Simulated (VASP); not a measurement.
# TePb (Fm-3m) in VASP: a series of runs

Runs on TePb. Level: PBEsol. Tasks: single point.

Program: VASP 6.6.1. These are calculated values, not measurements. Logs are shortened: lines on timing, memory, paths and dates and some standing lists are left out, and cuts for length are marked.

## 1. The cell of the first run

The structure is cubic, space group Fm-3m (No. 225). Conventional cell: a = 6.419 Å, b = 6.419 Å, c = 6.419 Å, α = 90.00°, β = 90.00°, γ = 90.00°. Pb (site symmetry m-3m) has 6 Te at 3.21 Å within 4.2 Å. Within 4.2 Å of Te (site symmetry m-3m) lie 6 Pb at 3.21 Å.

## 2. Single point, PBEsol (volume scaled by 0.98)

File INCAR:

```
SYSTEM = TePb
  PREC = Accurate
  ENCUT = 520
  EDIFF = 1E-6
  ISMEAR = -1
  SIGMA = 0.05
  LREAL = .False.
  LASPH = .True.
  NELM = 80
  ALGO = Normal
  ISIF = 2
  LWAVE = .False.
  LCHARG = .False.
  GGA = PS
  NBANDS = 17
```

File KPOINTS:

```
regular mesh
0
Gamma
  7 7 7
  0 0 0
```

File POSCAR:

```
TePb
1.0
    0.0000000000      3.2093147829      3.2093147829
    3.2093147829      0.0000000000      3.2093147829
    3.2093147829      3.2093147829      0.0000000000
Pb Te
1 1
Direct
    0.0000000000      0.0000000000      0.0000000000
    0.5000000000      0.5000000000      0.5000000000
```

Potentials or basis: VASP PAW PBE potentials, release 64 (Pb_d, Te).

Command:

```
cat potpaw_PBE.64/Pb_d/POTCAR potpaw_PBE.64/Te/POTCAR > POTCAR
mpirun -np 1 vasp_std > vasp.out
```

OUTCAR:

```text
SYSTEM = TePb
   PREC = Accurate
   ENCUT = 520
   EDIFF = 1E-6
   ISMEAR = -1
   LREAL = .False.
   LASPH = .True.
   NELM = 80
   ISIF = 2
   GGA = PS

 ion  position               nearest neighbor table
   1  0.000  0.000  0.000-   2 3.21   2 3.21   2 3.21   2 3.21   2 3.21   2 3.21
   2  0.500  0.500  0.500-   1 3.21   1 3.21   1 3.21   1 3.21   1 3.21   1 3.21

  LATTYP: Found a face centered cubic cell.
 ALAT       =     6.4186295658

  Lattice vectors:

 A1 = (   0.0000000000,   3.2093147829,   3.2093147829)
 A2 = (   3.2093147829,   0.0000000000,   3.2093147829)
 A3 = (   3.2093147829,   3.2093147829,   0.0000000000)

Analysis of symmetry for initial positions (statically):
=====================================================================
 Subroutine PRICEL returns:
 Original cell was already a primitive cell.

 Routine SETGRP: Setting up the symmetry group for a
 face centered cubic supercell.

 Subroutine GETGRP returns: Found 48 space group operations
[... 9 lines left out ...]

 Routine SETGRP: Setting up the symmetry group for a
 face centered cubic supercell.

 Subroutine GETGRP returns: Found 48 space group operations
[... 11 lines left out ...]
                                     Primitive cell

  volume of cell :      66.1100

  direct lattice vectors                    reciprocal lattice vectors
     0.000000000  3.209314783  3.209314783    -0.155796497  0.155796497  0.155796497
     3.209314783  0.000000000  3.209314783     0.155796497 -0.155796497  0.155796497
     3.209314783  3.209314783  0.000000000     0.155796497  0.155796497 -0.155796497

  length of vectors
     4.538656492  4.538656492  4.538656492     0.269847448  0.269847448  0.269847448

  position of ions in fractional coordinates (direct lattice)
     0.000000000  0.000000000  0.000000000
     0.500000000  0.500000000  0.500000000

  ion indices of the primitive-cell ions
   primitive index   ion index
                 1           1
                 2           2

----------------------------------------------------------------------------------------

 KPOINTS: regular mesh

Automatic generation of k-mesh.
 Grid dimensions read from file:
 generate k-points for:    7    7    7

 Generating k-lattice:

  Cartesian coordinates                     Fractional coordinates (reciprocal lattice)
    -0.022256642  0.022256642  0.022256642     0.142857143  0.000000000  0.000000000
     0.022256642 -0.022256642  0.022256642     0.000000000  0.142857143  0.000000000
     0.022256642  0.022256642 -0.022256642     0.000000000  0.000000000  0.142857143

  Length of vectors
     0.038549635  0.038549635  0.038549635

  Shift w.r.t. Gamma in fractional coordinates (k-lattice)
     0.000000000  0.000000000  0.000000000

 Subroutine IBZKPT returns following result:
 ===========================================

 Found     20 irreducible k-points:

 Following reciprocal coordinates:
            Coordinates               Weight
  0.000000  0.000000  0.000000      1.000000
  0.142857  0.000000  0.000000      8.000000
  0.285714  0.000000  0.000000      8.000000
  0.428571  0.000000  0.000000      8.000000
  0.142857  0.142857  0.000000      6.000000
  0.285714  0.142857  0.000000     24.000000
[... 12 lines left out ...]
 -0.428571  0.428571  0.142857     24.000000
 -0.285714  0.428571  0.142857     24.000000
   k-points           NKPTS =     20   k-points in BZ     NKDIM =     20   number of bands    NBANDS=     17
   number of dos      NEDOS =    301   number of ions     NIONS =      2
   total plane-waves  NPLWV =  46656
   dimension x,y,z NGX =    36 NGY =   36 NGZ =   36
   dimension x,y,z NGXF=    72 NGYF=   72 NGZF=   72
   ions per type =               1   1
   NGX,Y,Z   is equivalent  to a cutoff of  13.19, 13.19, 13.19 a.u.
   NGXF,Y,Z  is equivalent  to a cutoff of  26.37, 26.37, 26.37 a.u.
 SYSTEM =  TePb
   PREC   = accura    normal or accurate (medium, high low for compatibility)
   ISTART =      0    job   : 0-new  1-cont  2-samecut
   ICHARG =      2    charge: 1-file 2-atom 10-const
   ISPIN  =      1    spin polarized calculation?
   LNONCOLLINEAR =      F non collinear calculations
   LSORBIT =      F    spin-orbit coupling
   LASPH  =      T    aspherical Exc in radial PAW
   ENCUT  =  520.0 eV  38.22 Ry    6.18 a.u.   8.44  8.44  8.44*2*pi/ulx,y,z
   NELM   =     80;   NELMIN=  2; NELMDL= -5     # of ELM steps
   EDIFF  = 0.1E-05   stopping-criterion for ELM
   LREAL  =      F    real-space projection
   EDIFFG = 0.1E-04   stopping-criterion for IOM
   NSW    =      0    number of steps for IOM
   IBRION =     -1    ionic relax: 0-MD 1-quasi-New 2-CG
   NFREE  =      0    steps in history (QN), initial steepest desc. (CG)
   ISIF   =      2    stress and relaxation
   ISYM   =      2    0-nonsym 1-usesym 2-fastsym
   POTIM  = 0.5000    time-step for ionic-motion
   TEBEG  =    0.0;   TEEND  =   0.0 temperature during run
   PSTRESS=    0.0 pullay stress
   NELECT =      20.0000    total number of electrons
   NUPDOWN=      -1.0000    fix difference up-down
   EMIN   =  10.00;   EMAX   =-10.00  energy-range for DOS
   EFERMI =   0.00;   METHOD = LEGACY
   ISMEAR =    -1;   SIGMA  =   0.05  broadening in eV -4-tet -1-fermi 0-gaus
   EFERMI_NEDOS =   21; number of points for ismear=-14 and -15
   IALGO  =     38    algorithm
   IMIX   =      4    mixing-type and parameters
     AMIX     =   0.40;   BMIX     =  1.00
     AMIX_MAG =   1.60;   BMIX_MAG =  1.00
  volume/ion in A,a.u.               =      33.05       223.07
  Fermi-wavevector in a.u.,A,eV,Ry     =   1.098995  2.076800 16.432991  1.207791
  Thomas-Fermi vector in A             =   2.235382
   LORBIT       =      0    0 simple, 1 ext, 2 COOP (PROOUT), +10 PAW based schemes
   GGA     = PS    functional components
   LHFCALC =     F    Hartree Fock is set to
   AEXX    =    0.0000 exact exchange contribution
   IVDW    =     0    specifies the selected vdW correction
   LEPSILON=     F    determine dielectric tensor
   LRPA    =     F    only Hartree local field effects (RPA)
 non-spin polarized calculation
  energy-cutoff  :      520.00
  volume of cell :       66.11
 maximum number of plane-waves:      1807
 NGX is ok and might be reduce to    36
   NGX = 17   NGY = 17   NGZ = 17

 number of electron      20.0000000 magnetization

 Free energy of the ion-electron system (eV)
  ---------------------------------------------------
  ext. energy  EPLUGINS =         0.00000000
  ---------------------------------------------------
  free energy    TOTEN  =        -8.25957824 eV

  energy without entropy =       -8.25957305  energy(sigma->0) =       -8.25957565

 E-fermi :   6.0792     XC(G=0):  -9.5614

 val. band max:        5.6094115271   @ k =   0.4286   0.0000   0.0000
 cond. band min:       6.5372908754   @ k =   0.4286   0.0000   0.0000
 fundamental gap:      0.9278793483
 Fermi energy:         6.0791898058

 k-point     1 :       0.0000    0.0000    0.0000
  band No.  band energies     occupation
      1     -10.9384      2.00000
      2     -10.9384      2.00000
      3     -10.9258      2.00000
      4     -10.9258      2.00000
      5     -10.9258      2.00000
      6      -6.4824      2.00000
[... 9 lines left out ...]
     16      11.4343      0.00000
     17      12.8844      0.00000

 k-point     2 :       0.1429    0.0000    0.0000
  band No.  band energies     occupation
      1     -10.9411      2.00000
      2     -10.9411      2.00000
      3     -10.9252      2.00000
      4     -10.9226      2.00000
      5     -10.9226      2.00000
      6      -6.3025      2.00000
[... 9 lines left out ...]
     16      11.8214      0.00000
     17      14.2710      0.00000

 k-point     3 :       0.2857    0.0000    0.0000
  band No.  band energies     occupation
      1     -10.9482      2.00000
      2     -10.9482      2.00000
      3     -10.9242      2.00000
      4     -10.9145      2.00000
      5     -10.9145      2.00000
      6      -5.7923      2.00000
[... 9 lines left out ...]
     16      12.8628      0.00000
     17      16.4982      0.00000

 k-point     4 :       0.4286    0.0000    0.0000
  band No.  band energies     occupation
      1     -10.9542      2.00000
      2     -10.9542      2.00000
      3     -10.9236      2.00000
      4     -10.9076      2.00000
      5     -10.9076      2.00000
      6      -5.1365      2.00000
[... 9 lines left out ...]
     16      14.4016      0.00000
     17      15.7292      0.00000

 k-point     5 :       0.1429    0.1429    0.0000
  band No.  band energies     occupation
      1     -10.9479      2.00000
      2     -10.9360      2.00000
      3     -10.9279      2.00000
      4     -10.9206      2.00000
      5     -10.9206      2.00000
      6      -6.2425      2.00000
[... 9 lines left out ...]
     16      12.4845      0.00000
     17      13.7194      0.00000

 k-point     6 :       0.2857    0.1429    0.0000
  band No.  band energies     occupation
      1     -10.9580      2.00000
      2     -10.9384      2.00000
      3     -10.9276      2.00000
      4     -10.9153      2.00000
      5     -10.9130      2.00000
      6      -5.8432      2.00000
[... 9 lines left out ...]
     16      13.5482      0.00000
     17      15.0856      0.00000

 k-point     7 :       0.4286    0.1429    0.0000
  band No.  band energies     occupation
      1     -10.9643      2.00000
      2     -10.9458      2.00000
      3     -10.9239      2.00000
      4     -10.9111      2.00000
      5     -10.9061      2.00000
      6      -5.2181      2.00000
[... 9 lines left out ...]
     16      14.9779      0.00000
     17      15.6739      0.00000

 k-point     8 :      -0.4286    0.1429    0.0000
  band No.  band energies     occupation
      1     -10.9622      2.00000
      2     -10.9515      2.00000
      3     -10.9210      2.00000
      4     -10.9094      2.00000
      5     -10.9062      2.00000
      6      -4.9063      2.00000
[... 9 lines left out ...]
     16      14.2624      0.00000
     17      16.2088      0.00000
[... 123 lines left out ...]
      1     -11.0052      2.00000
      2     -10.9364      2.00000
      3     -10.9265      2.00000
      4     -10.8983      2.00000
      5     -10.8983      2.00000
      6      -4.8461      2.00000
[... 9 lines left out ...]
     16      15.7821      0.00000
     17      17.0595      0.00000

 k-point    16 :      -0.4286    0.4286    0.0000
  band No.  band energies     occupation
      1     -11.0032      2.00000
      2     -10.9334      2.00000
      3     -10.9300      2.00000
      4     -10.8996      2.00000
      5     -10.8981      2.00000
      6      -4.6660      2.00000
[... 9 lines left out ...]
     16      15.7313      0.00000
     17      16.7597      0.00000

 k-point    17 :       0.4286    0.2857    0.1429
  band No.  band energies     occupation
      1     -10.9692      2.00000
      2     -10.9401      2.00000
      3     -10.9268      2.00000
      4     -10.9093      2.00000
      5     -10.9089      2.00000
      6      -5.3823      2.00000
[... 9 lines left out ...]
     16      14.6289      0.00000
     17      15.4571      0.00000

 k-point    18 :      -0.4286    0.2857    0.1429
  band No.  band energies     occupation
      1     -10.9748      2.00000
      2     -10.9448      2.00000
      3     -10.9209      2.00000
      4     -10.9120      2.00000
      5     -10.9032      2.00000
      6      -4.8417      2.00000
[... 9 lines left out ...]
     16      15.0794      0.00000
     17      16.1223      0.00000

 k-point    19 :      -0.4286    0.4286    0.1429
  band No.  band energies     occupation
      1     -10.9941      2.00000
      2     -10.9345      2.00000
      3     -10.9294      2.00000
      4     -10.9052      2.00000
      5     -10.8983      2.00000
      6      -4.7287      2.00000
[... 9 lines left out ...]
     16      15.9279      0.00000
     17      16.6843      0.00000

 k-point    20 :      -0.2857    0.4286    0.1429
  band No.  band energies     occupation
      1     -10.9870      2.00000
      2     -10.9407      2.00000
      3     -10.9210      2.00000
      4     -10.9130      2.00000
      5     -10.8984      2.00000
      6      -4.5898      2.00000
[... 9 lines left out ...]
     16      16.0086      0.00000
     17      16.5345      0.00000

------------------------ aborting loop because EDIFF is reached ----------------------------------------

  FORCE on cell =-STRESS in cart. coord.  units (eV):
  Direction    XX          YY          ZZ          XY          YZ          ZX
  --------------------------------------------------------------------------------------
  -------------------------------------------------------------------------------------
  Total        0.1891147      0.1891147      0.1891147      0.0000000      0.0000000      0.0000000
  in kB        4.5832011      4.5832011      4.5832011      0.0000000      0.0000000      0.0000000
  external PRESSURE =       4.5832011 kB  Pullay stress =       0.0000000 kB

 VOLUME and BASIS-vectors are now :
 -----------------------------------------------------------------------------
  energy-cutoff  :      520.00
  volume of cell :       66.11
      direct lattice vectors                 reciprocal lattice vectors
     0.000000000  3.209314783  3.209314783    -0.155796497  0.155796497  0.155796497
     3.209314783  0.000000000  3.209314783     0.155796497 -0.155796497  0.155796497
     3.209314783  3.209314783  0.000000000     0.155796497  0.155796497 -0.155796497

 POSITION                                       TOTAL-FORCE (eV/Angst)
 -----------------------------------------------------------------------------------
      0.00000      0.00000      0.00000        -0.000000     -0.000000     -0.000000
      3.20931      3.20931      3.20931         0.000000      0.000000      0.000000
 -----------------------------------------------------------------------------------
    total drift:                               -0.000000      0.000000      0.000000

  FREE ENERGIE OF THE ION-ELECTRON SYSTEM (eV)
  ---------------------------------------------------
  free  energy   TOTEN  =        -8.2595782403 eV

  energy  without entropy=       -8.2595730533  energy(sigma->0) =       -8.25957565
```

Wall time 20 s (1 thread of Intel Xeon Platinum 8259CL at 2.50GHz (Skylake/Cascade Lake), shared host); peak memory 0.21 GiB.

What came out:

| Quantity | Value |
| --- | --- |
| Free energy | -8.2596 eV |
| Pressure | 0.5 GPa |

Levels at points of the mesh, in eV from the Fermi level:
```csv
k point,band 6,band 7,band 8,band 9,band 10,band 11,band 12,band 13,band 14,band 15
"(0.00, 0.00, 0.00)",-12.56,-5.92,-1.77,-1.77,-1.77,3.72,3.72,3.72,5.36,5.36
```

Caveat: this odd mesh misses L, where the gap lies, so gap, dielectric constants and Born charges aren't listed; the PAW data sets were made with another functional, which shifts forces and pressure a little; spin-orbit coupling is left out, which moves the levels of the heavy elements.

## 3. Single point, PBEsol (volume scaled by 1.04)

File INCAR:

```
SYSTEM = TePb
PREC = Accurate
ENCUT = 520
EDIFF = 1E-6
ISMEAR = -1
SIGMA = 0.05
LREAL = .FALSE.
LASPH = .TRUE.
NELM = 80
ALGO = Normal
ISIF = 2
LWAVE = .FALSE.
LCHARG = .FALSE.
GGA = PS
NBANDS = 17
```

File KPOINTS:

```
Automatic mesh
0
G
  7 7 7
  0 0 0
```

File POSCAR:

```
TePb
1.0
    0.0000000000      3.2735180337      3.2735180337
    3.2735180337      0.0000000000      3.2735180337
    3.2735180337      3.2735180337      0.0000000000
Pb Te
1 1
Direct
    0.0000000000      0.0000000000      0.0000000000
    0.5000000000      0.5000000000      0.5000000000
```

Potentials or basis: VASP PAW PBE potentials, release 64 (Pb_d, Te).

Command:

```
cat potpaw_PBE.64/Pb_d/POTCAR potpaw_PBE.64/Te/POTCAR > POTCAR
mpirun -np 1 vasp_std > vasp.out
```

Wall time 20 s (1 thread of Intel Xeon Platinum 8259CL at 2.50GHz (Skylake/Cascade Lake), shared host); peak memory 0.21 GiB.

It converged, with:

- Free energy: -8.2400 eV
- Pressure: -2.0 GPa

Levels at points of the mesh, in eV from the Fermi level:
```csv
k point,band 7,band 8,band 9,band 10,band 11,band 12,band 13,band 14
"(0.00, 0.00, 0.00)",-6.12,-1.60,-1.60,-1.60,3.60,3.60,3.60,5.43
```

Caveat: this odd mesh misses L, where the gap lies, so gap, dielectric constants and Born charges aren't listed; the PAW data sets were made with another functional, which shifts forces and pressure a little; spin-orbit coupling is left out, which moves the levels of the heavy elements.
